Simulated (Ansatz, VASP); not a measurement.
## One calculation of KCl, two programs

Contents of POSCAR:

```
KCl
1.0
    0.0000000000      3.5072828324      3.5072828324
    3.6247768073      0.0000000000      3.5072828324
    3.6247768073      3.5072828324      0.0000000000
K Cl
1 1
Direct
    0.0000000000      0.0000000000      0.0000000000
    0.2500000000      0.2500000000      0.2500000000
```

File INCAR.step1:

```
SYSTEM = KCl
PREC     = Accurate       ! precision mode
ENCUT    = 520            ! plane-wave cutoff, eV
EDIFF    = 1E-5           ! SCF threshold, eV
ISMEAR   = 0              ! smearing method
SIGMA    = 0.01           ! smearing width, eV
LREAL    = .False.        ! projectors in reciprocal space
LASPH    = .True.         ! aspherical terms in the spheres
NELM     = 100            ! most SCF steps
ALGO     = Normal         ! electronic algorithm
ISIF     = 2              ! what is computed and relaxed
LWAVE    = .True.         ! write WAVECAR
LCHARG   = .False.        ! write CHGCAR
NBANDS   = 15             ! bands
GGA      = PE             ! functional
```

INCAR.step2

```
SYSTEM = KCl
PREC     = Accurate       ! precision mode
ENCUT    = 520            ! plane-wave cutoff, eV
EDIFF    = 1E-6           ! SCF threshold, eV
ISMEAR   = 0              ! smearing method
SIGMA    = 0.01           ! smearing width, eV
LREAL    = .False.        ! projectors in reciprocal space
LASPH    = .True.         ! aspherical terms in the spheres
NELM     = 100            ! most SCF steps
ALGO     = Normal         ! electronic algorithm
ISIF     = 2              ! what is computed and relaxed
LWAVE    = .False.        ! write WAVECAR
LCHARG   = .False.        ! write CHGCAR
GGA      = PE             ! functional
LHFCALC  = .True.         ! exact exchange
HFSCREEN = 0.2079         ! screening, 1/A
PRECFOCK = Normal       
NBANDS   = 15             ! bands
ISTART   = 1
```

Contents of KPOINTS:

```
regular mesh
0
Gamma
  4 4 4
  0 0 0
```

Input for Ansatz:

```yaml
crystal:
  lattice:
    - [0.0, 3.5072828324, 3.5072828324]
    - [3.6247768073, 0.0, 3.5072828324]
    - [3.6247768073, 3.5072828324, 0.0]
  atoms:
    - { symbol: K, position: [0.0, 0.0, 0.0] }
    - { symbol: Cl, position: [0.25, 0.25, 0.25] }
kpoints:
  mp_grid: { grid: [4, 4, 4] }
  band_path:
    path:
      - [0.0, 0.0, 0.0]
      - [-0.5, -0.5, 0.0]
      - [-0.375, -0.375, 0.25]
      - [-0.375, 0.0, 0.375]
      - [0.0, 0.0, 0.5]
      - [-0.5, -0.25, 0.25]
      - [0.0, 0.375, -0.375]
    npoints: 1
hamiltonian:
  xc: hse06
scf:
  occupations: { method: fixed }
  n_extra_bands: 4
output:
  forces: true
  stress: true
  eigenvalues: true
  write_density: true
  write_potential: true
  elf: true
  volumetric_format: npy
```

Change from the starting cell: uniaxial_x strain +3.4%.

Alike in both runs: task single point; functional HSE06; k mesh 4 × 4 × 4; no spin polarisation.

```csv
,VASP,Ansatz
version,VASP 6.6.1,Ansatz 0.2.0
potentials or method,"VASP PAW PBE potentials, release 64 (K_sv, Cl)","plane waves, PAW"
plane-wave cutoff (eV),520,420
occupations,"gaussian, width 0.01 eV",fixed
valence electrons in the cell,16,16
```

```tsv
	VASP	Ansatz	Ansatz less VASP
gap on the k mesh at the Fermi level (eV)	5.93	5.93	+0.001
pressure (GPa)	-0.2	-0.2	-0.01
```

Ansatz's warnings: stress exchange threshold loose, stress scf threshold loose, xc potential rough in thin density.
